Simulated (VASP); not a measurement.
# Hg (Im-3m) in VASP: a series of runs

The runs below take Hg through single point, with PBEsol.

All numbers are computed with VASP 6.6.1; they aren't measurements. Logs are shortened: lines on timing, memory, paths and dates and some standing lists are left out, and cuts for length are marked.

## 1. The cell of the first run

It takes space group Im-3m (No. 229, cubic). Conventional cell: a = 3.312 Å, b = 3.312 Å, c = 3.312 Å, α = 90.00°, β = 90.00°, γ = 90.00°. Within 3.8 Å of Hg (site symmetry m-3m) lie 14 Hg at 2.87 to 3.31 Å.

## 2. Single point, PBEsol (18.16 Å³/atom)

The input, INCAR:

```
PREC = Accurate
ENCUT = 520
EDIFF = 1E-7
ISMEAR = -1
SIGMA = 0.08
LREAL = F
LASPH = T
NELM = 60
ALGO = Normal
ISIF = 2
LWAVE = F
LCHARG = T
GGA = PS
LELF = T
LVHAR = T
NBANDS = 12
```

The input, KPOINTS:

```
Automatic mesh
0
Gamma
  15 15 15
```

The input, POSCAR:

```
Hg
1.0
   -1.6557777246      1.6557777246      1.6557777246
    1.6557777246     -1.6557777246      1.6557777246
    1.6557777246      1.6557777246     -1.6557777246
Hg
1
Direct
    0.0000000000      0.0000000000      0.0000000000
```

Potentials or basis: VASP PAW PBE potentials, release 64 (Hg).

Launch:

```console
$ cat potpaw_PBE.64/Hg/POTCAR > POTCAR
$ mpirun -np 1 vasp_std > vasp.out
```

OUTCAR:

```text
PREC = Accurate
   ENCUT = 520
   EDIFF = 1E-7
   ISMEAR = -1
   LREAL = F
   LASPH = T
   NELM = 60
   ISIF = 2
   GGA = PS

 ion  position               nearest neighbor table
   1  0.000  0.000  0.000-

  LATTYP: Found a body centered cubic cell.
 ALAT       =     3.3115554492

  Lattice vectors:

 A1 = (  -1.6557777246,   1.6557777246,   1.6557777246)
 A2 = (   1.6557777246,  -1.6557777246,   1.6557777246)
 A3 = (   1.6557777246,   1.6557777246,  -1.6557777246)

Analysis of symmetry for initial positions (statically):
=====================================================================
 Subroutine PRICEL returns:
 Original cell was already a primitive cell.

 Routine SETGRP: Setting up the symmetry group for a
 body centered cubic supercell.

 Subroutine GETGRP returns: Found 48 space group operations
 (whereof 48 operations were pure point group operations)
 out of a pool of 48 trial point group operations.

The static configuration has the point symmetry O_h .

Analysis of symmetry for dynamics (positions and initial velocities):
=====================================================================
 Subroutine PRICEL returns:
 Original cell was already a primitive cell.

 Routine SETGRP: Setting up the symmetry group for a
 body centered cubic supercell.

 Subroutine GETGRP returns: Found 48 space group operations
 (whereof 48 operations were pure point group operations)
 out of a pool of 48 trial point group operations.

The dynamic configuration has the point symmetry O_h .

 Subroutine INISYM returns: Found 48 space group operations
 (whereof 48 operations are pure point group operations),
 and found     1 'primitive' translations

----------------------------------------------------------------------------------------

                                     Primitive cell

  volume of cell :      18.1579

  direct lattice vectors                    reciprocal lattice vectors
    -1.655777725  1.655777725  1.655777725     0.000000000  0.301972899  0.301972899
     1.655777725 -1.655777725  1.655777725     0.301972899  0.000000000  0.301972899
     1.655777725  1.655777725 -1.655777725     0.301972899  0.301972899  0.000000000

  length of vectors
     2.867891145  2.867891145  2.867891145     0.427054170  0.427054170  0.427054170

  position of ions in fractional coordinates (direct lattice)
     0.000000000  0.000000000  0.000000000

  ion indices of the primitive-cell ions
   primitive index   ion index
                 1           1

----------------------------------------------------------------------------------------

 KPOINTS: Automatic mesh

Automatic generation of k-mesh.
 Grid dimensions read from file:
 generate k-points for:   15   15   15

 Generating k-lattice:

  Cartesian coordinates                     Fractional coordinates (reciprocal lattice)
     0.000000000  0.020131527  0.020131527     0.066666667  0.000000000  0.000000000
     0.020131527  0.000000000  0.020131527     0.000000000  0.066666667  0.000000000
     0.020131527  0.020131527  0.000000000     0.000000000  0.000000000  0.066666667

  Length of vectors
     0.028470278  0.028470278  0.028470278

  Shift w.r.t. Gamma in fractional coordinates (k-lattice)
     0.000000000  0.000000000  0.000000000

 Subroutine IBZKPT returns following result:
 ===========================================

 Found    120 irreducible k-points:

 Following reciprocal coordinates:
            Coordinates               Weight
  0.000000  0.000000  0.000000      1.000000
  0.066667  0.000000  0.000000     12.000000
  0.133333  0.000000  0.000000     12.000000
  0.200000  0.000000  0.000000     12.000000
  0.266667  0.000000  0.000000     12.000000
  0.333333  0.000000  0.000000     12.000000
[... 16 lines left out ...]
  0.333333  0.200000  0.000000     48.000000
  0.400000  0.200000  0.000000     24.000000
 [... further k-points ...]
   k-points           NKPTS =    120   k-points in BZ     NKDIM =    120   number of bands    NBANDS=     12
   number of dos      NEDOS =    301   number of ions     NIONS =      1
   total plane-waves  NPLWV =  13824
   dimension x,y,z NGX =    24 NGY =   24 NGZ =   24
   dimension x,y,z NGXF=    48 NGYF=   48 NGZF=   48
   ions per type =               1
   NGX,Y,Z   is equivalent  to a cutoff of  13.91, 13.91, 13.91 a.u.
   NGXF,Y,Z  is equivalent  to a cutoff of  27.82, 27.82, 27.82 a.u.
 SYSTEM =  unknown system
   PREC   = accura    normal or accurate (medium, high low for compatibility)
   ISTART =      0    job   : 0-new  1-cont  2-samecut
   ICHARG =      2    charge: 1-file 2-atom 10-const
   ISPIN  =      1    spin polarized calculation?
   LNONCOLLINEAR =      F non collinear calculations
   LSORBIT =      F    spin-orbit coupling
   LASPH  =      T    aspherical Exc in radial PAW
   ENCUT  =  520.0 eV  38.22 Ry    6.18 a.u.   5.33  5.33  5.33*2*pi/ulx,y,z
   NELM   =     60;   NELMIN=  2; NELMDL= -5     # of ELM steps
   EDIFF  = 0.1E-06   stopping-criterion for ELM
   LREAL  =      F    real-space projection
   EDIFFG = 0.1E-05   stopping-criterion for IOM
   NSW    =      0    number of steps for IOM
   IBRION =     -1    ionic relax: 0-MD 1-quasi-New 2-CG
   NFREE  =      0    steps in history (QN), initial steepest desc. (CG)
   ISIF   =      2    stress and relaxation
   ISYM   =      2    0-nonsym 1-usesym 2-fastsym
   POTIM  = 0.5000    time-step for ionic-motion
   TEBEG  =    0.0;   TEEND  =   0.0 temperature during run
   PSTRESS=    0.0 pullay stress
   NELECT =      12.0000    total number of electrons
   NUPDOWN=      -1.0000    fix difference up-down
   EMIN   =  10.00;   EMAX   =-10.00  energy-range for DOS
   EFERMI =   0.00;   METHOD = LEGACY
   ISMEAR =    -1;   SIGMA  =   0.08  broadening in eV -4-tet -1-fermi 0-gaus
   EFERMI_NEDOS =   21; number of points for ismear=-14 and -15
   IALGO  =     38    algorithm
   IMIX   =      4    mixing-type and parameters
     AMIX     =   0.40;   BMIX     =  1.00
     AMIX_MAG =   1.60;   BMIX_MAG =  1.00
  volume/ion in A,a.u.               =      18.16       122.54
  Fermi-wavevector in a.u.,A,eV,Ry     =   1.425979  2.694710 27.666316  2.033417
  Thomas-Fermi vector in A             =   2.546305
   LORBIT       =      0    0 simple, 1 ext, 2 COOP (PROOUT), +10 PAW based schemes
   GGA     = PS    functional components
   LHFCALC =     F    Hartree Fock is set to
   AEXX    =    0.0000 exact exchange contribution
   IVDW    =     0    specifies the selected vdW correction
   LEPSILON=     F    determine dielectric tensor
   LRPA    =     F    only Hartree local field effects (RPA)
 non-spin polarized calculation
  energy-cutoff  :      520.00
  volume of cell :       18.16
 maximum number of plane-waves:       497
 NGX is ok and might be reduce to    24
   NGX = 11   NGY = 11   NGZ = 11

 number of electron      12.0000000 magnetization

 Free energy of the ion-electron system (eV)
  ---------------------------------------------------
  ext. energy  EPLUGINS =         0.00000000
  ---------------------------------------------------
  free energy    TOTEN  =        -0.19611060 eV

  energy without entropy =       -0.18919579  energy(sigma->0) =       -0.19265320

 E-fermi :   5.2922     XC(G=0): -12.5339

 val. band max:        5.2714020203   @ k =   0.4000   0.0667   0.0667
 cond. band min:       5.3626792152   @ k =  -0.4000  -0.4000   0.1333
 fundamental gap:      0.0912771948
 Fermi energy:         5.2921981096

 k-point     1 :       0.0000    0.0000    0.0000
  band No.  band energies     occupation
      1      -6.5393      2.00000
      2      -3.1694      2.00000
      3      -3.1694      2.00000
      4      -3.1694      2.00000
      5      -1.6903      2.00000
      6      -1.6903      2.00000
      7      20.8992      0.00000
      8      20.8992      0.00000
      9      20.8992      0.00000
     10      25.4266      0.00000
     11      25.4266      0.00000
     12      25.4266      0.00000

 k-point     2 :       0.0667    0.0000    0.0000
  band No.  band energies     occupation
      1      -6.3878      2.00000
      2      -3.2063      2.00000
      3      -3.1602      2.00000
      4      -3.0774      2.00000
      5      -1.7320      2.00000
      6      -1.6879      2.00000
      7      20.5644      0.00000
      8      20.8546      0.00000
      9      21.0213      0.00000
     10      23.9811      0.00000
     11      24.3366      0.00000
     12      24.7388      0.00000

 k-point     3 :       0.1333    0.0000    0.0000
  band No.  band energies     occupation
      1      -5.9548      2.00000
      2      -3.3089      2.00000
      3      -3.1275      2.00000
      4      -2.8096      2.00000
      5      -1.8272      2.00000
      6      -1.6798      2.00000
      7      18.9453      0.00000
      8      20.3636      0.00000
      9      21.3614      0.00000
     10      22.6247      0.00000
     11      23.1932      0.00000
     12      23.6280      0.00000
[... 286 lines left out ...]
 k-point    23 :       0.3333    0.2000    0.0000
  band No.  band energies     occupation
      1      -4.2254      2.00000
      2      -3.6285      2.00000
      3      -2.3716      2.00000
      4      -1.8121      2.00000
      5      -1.3381      2.00000
      6       2.8157      2.00000
      7       6.8254      0.00000
      8      11.4973      0.00000
      9      16.5403      0.00000
     10      23.2796      0.00000
     11      25.8009      0.00000
     12      28.2999      0.00000

 k-point    24 :       0.4000    0.2000    0.0000
  band No.  band energies     occupation
      1      -4.2495      2.00000
      2      -3.6548      2.00000
      3      -2.2891      2.00000
      4      -1.7875      2.00000
      5      -1.2514      2.00000
      6       4.6585      1.99927
      7       4.7420      1.99794
      8      11.2342      0.00000
      9      16.3980      0.00000
     10      23.4305      0.00000
     11      25.8397      0.00000
     12      28.1971      0.00000

 [... further k-points ...]

------------------------ aborting loop because EDIFF is reached ----------------------------------------

  FORCE on cell =-STRESS in cart. coord.  units (eV):
  Direction    XX          YY          ZZ          XY          YZ          ZX
  --------------------------------------------------------------------------------------
  -------------------------------------------------------------------------------------
  Total        3.1479146      3.1479146      3.1479146      0.0000000      0.0000000      0.0000000
  in kB      277.7585465    277.7585465    277.7585465      0.0000000      0.0000000      0.0000000
  external PRESSURE =     277.7585465 kB  Pullay stress =       0.0000000 kB

 VOLUME and BASIS-vectors are now :
 -----------------------------------------------------------------------------
  energy-cutoff  :      520.00
  volume of cell :       18.16
      direct lattice vectors                 reciprocal lattice vectors
    -1.655777725  1.655777725  1.655777725     0.000000000  0.301972899  0.301972899
     1.655777725 -1.655777725  1.655777725     0.301972899  0.000000000  0.301972899
     1.655777725  1.655777725 -1.655777725     0.301972899  0.301972899  0.000000000

 POSITION                                       TOTAL-FORCE (eV/Angst)
 -----------------------------------------------------------------------------------
      0.00000      0.00000      0.00000         0.000000     -0.000000     -0.000000
 -----------------------------------------------------------------------------------
    total drift:                               -0.000000      0.000000     -0.000000

  FREE ENERGIE OF THE ION-ELECTRON SYSTEM (eV)
  ---------------------------------------------------
  free  energy   TOTEN  =        -0.1961106016 eV

  energy  without entropy=       -0.1891957940  energy(sigma->0) =       -0.19265320
```

Run time: 26 s. Hardware: 1 thread of Intel Xeon 8259CL, shared host; peak memory 0.16 GiB.

Results:

| Quantity | Value |
| --- | --- |
| Free energy | -0.1961 eV |
| Pressure | 27.8 GPa |
| Band gap on the k mesh | zero (bands 6 and 7 overlap by 3.40 eV) |

Levels at points of the mesh, in eV from the Fermi level:
```
           k point  band 3  band 4  band 5  band 6  band 7  band 8  band 9  band 10
(0.00, 0.00, 0.00)   -8.46   -8.46   -6.98   -6.98   15.61   15.61   15.61    20.13
```

Caveat: the cell stands under pressure; the PAW data sets were made with another functional, which shifts forces and pressure a little; spin-orbit coupling is left out, which moves the levels of the heavy elements.

[end of part 1 of 2]
